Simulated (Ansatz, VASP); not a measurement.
# One calculation of Ca2Nb2O6F, two programs

```
Ca Nb O F
1.0
     0.00000    5.22200    5.22200
     5.22200    0.00000    5.22200
     5.22200    5.22200    0.00000
Ca Nb O F
4 4 12 2
Direct
  0.62500 0.62500 0.62500
  0.12500 0.62500 0.62500
  0.62500 0.62500 0.12500
  0.62500 0.12500 0.62500
  0.12500 0.12500 0.12500
  0.62500 0.12500 0.12500
  0.12500 0.12500 0.62500
  0.12500 0.62500 0.12500
  0.79608 0.20392 0.20392
  0.45392 0.04608 0.45392
  0.20392 0.79608 0.79608
  0.04608 0.45392 0.04608
  0.20392 0.79608 0.20392
  0.45392 0.45392 0.04608
  0.79608 0.20392 0.79608
  0.04608 0.04608 0.45392
  0.45392 0.04608 0.04608
  0.20392 0.20392 0.79608
  0.04608 0.45392 0.45392
  0.79608 0.79608 0.20392
  0.50000 0.50000 0.50000
  0.75000 0.75000 0.75000
```

Alike in both runs: functional PBE; k mesh 6 × 6 × 6; occupations fermi-dirac, width 0.05 eV; no spin polarisation.

Ansatz relaxed the structure, and its values are those at the end. VASP's run is a single point on that final structure, the one shown.

```csv
,VASP,Ansatz
version,VASP 6.6.1,Ansatz 0.2.0
potentials or method,"VASP PAW PBE potentials, release 64 (Ca_sv, Nb_sv, O, F)","plane-wave PAW, scalar-relativistic"
plane-wave cutoff (eV),520,420
valence electrons in the cell,178,178
```

VASP gave:

| Property | Result |
| --- | --- |
| pressure (GPa) | 1.1 |
| rms of the force components (eV/Å) | 0.007 |

Task: What did Ansatz give for the same quantities?

Result: Pressure (GPa): 1.1; rms of the force components (eV/Å): 0.008.

The functional is the same, so the differences come from potentials, cutoffs and numerics. Ansatz's warnings: stress scf threshold loose.
